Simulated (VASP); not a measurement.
## Ti2SiSe2: single point with PBE

Crystal: Ti2SiSe2.

```
CELL_PARAMETERS angstrom
-2.38733 2.38733 4.14794
2.38733 -2.38733 4.14794
2.38733 2.38733 -4.14794
ATOMIC_POSITIONS crystal
Ti 0.75000 0.25000 0.50000
Ti 0.25000 0.75000 0.50000
Si 0.00000 0.00000 0.00000
Se 0.65807 0.65807 0.00000
Se 0.34193 0.34193 0.00000
```

```yaml
Program: VASP 6.6.1
Task: single point
Functional: PBE
Potentials_or_basis: VASP PAW PBE potentials, release 64 (Ti_sv, Si, Se)
Cutoff: 520 eV
k_mesh: 6 × 6 × 6
Occupations: gaussian, width 0.1 eV
Spin: collinear spin, ferromagnetic start
Starting_moments: "[1.0, 1.0, 0.0, 0.0, 0.0] μB"
Dipole_correction: no
Further_INCAR_settings: ALGO = Normal; EDIFF = 1e-06; NBANDS = 32
```

```json
{"Pressure": "0.3 GPa", "Band gap on the k mesh": "zero (filled and empty bands overlap)", "Net moment": "0.00 μB per cell", "Valence electrons inside the program's atomic spheres": "Ti 10.22; Si 1.53; Se 3.96"}
```

Forces on the atoms (eV/Å):
```
Ti   0.000  0.000  0.000
Ti   0.000  0.000  0.000
Si   0.000  0.000  0.000
Se   0.000  0.000 -0.002
Se   0.000  0.000  0.002
```

Stress tensor (GPa, compression positive):
```
 0.50  0.00  0.00
 0.00  0.50  0.00
 0.00  0.00 -0.03
```

Levels at points of the mesh, in eV from the Fermi level:
Spin up:
```
           k point  band 18  band 19  band 20  band 21  band 22  band 23
(0.00, 0.00, 0.00)    -1.80    -0.47    -0.47     0.42     0.73     0.73
(0.50, 0.00, 0.00)    -1.20    -1.11    -0.48    -0.39     0.67     1.21
(0.50, 0.50, 0.00)    -1.94    -1.30     0.54     0.79     0.90     0.95
(0.50, 0.50, 0.50)    -1.62    -0.45    -0.45    -0.44     0.40     0.46
```
Spin down:
| k point | band 18 | band 19 | band 20 | band 21 | band 22 | band 23 |
| --- | --- | --- | --- | --- | --- | --- |
| (0.00, 0.00, 0.00) | -1.80 | -0.47 | -0.47 | 0.43 | 0.73 | 0.73 |
| (0.50, 0.00, 0.00) | -1.20 | -1.11 | -0.48 | -0.39 | 0.67 | 1.21 |
| (0.50, 0.50, 0.00) | -1.94 | -1.29 | 0.55 | 0.79 | 0.90 | 0.95 |
| (0.50, 0.50, 0.50) | -1.61 | -0.44 | -0.44 | -0.43 | 0.40 | 0.47 |

It took 7.2 min on 1 thread of Oxide Virtual Turin-like Processor (shared host), peak memory 0.33 GiB.
